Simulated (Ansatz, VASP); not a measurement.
**Co2O in VASP and in Ansatz**

```xyz
6
Lattice="2.8059 0.0000 0.0000 0.0000 4.5287 0.0000 0.0000 0.0000 4.2718" Properties=species:S:1:pos:R:3 pbc="T T T"
Co    0.0000    1.4718    1.1149
Co    1.4029    0.7925    3.2508
Co    0.0000    3.0569    3.1569
Co    1.4029    3.7362    1.0210
O     0.0000    0.0000    0.0000
O     1.4029    2.2644    2.1359
```

Alike in both runs: task single point; functional r2SCAN; k mesh 6 × 4 × 4; no spin polarisation.

|  | VASP | Ansatz |
| --- | --- | --- |
| version | VASP 6.6.1 | Ansatz 0.2.0 |
| potentials or method | VASP PAW PBE potentials, release 64 (Co, O), cutoff 520 eV | PAW plane waves |
| occupations | fermi-dirac, width 0.1 eV | fermi-dirac |
| valence electrons in the cell | 48 | 80 |

|  | VASP | Ansatz | Ansatz less VASP |
| --- | --- | --- | --- |
| gap on the k mesh at the Fermi level (eV) | none | none | - |
| pressure (GPa) | 14.7 | 13.0 | -1.69 |
| traceless stress, the component that is largest in VASP (GPa) | 8.15 | 8.31 | +0.160 |
| rms of the force components (eV/Å) | 0.226 | 0.220 | -0.0057 |

VASP's potentials were made for PBE, not for r2SCAN. Atom by atom the forces differ by 0.011 eV/Å (rms over components). A gap of «none» marks a metal or a gap that the smearing closes. VASP's potentials hold 48 valence electrons a cell and Ansatz's 80, so a difference there can come from the potentials and not from the codes.

The k mesh is coarse, so the values compare programs but aren't converged.
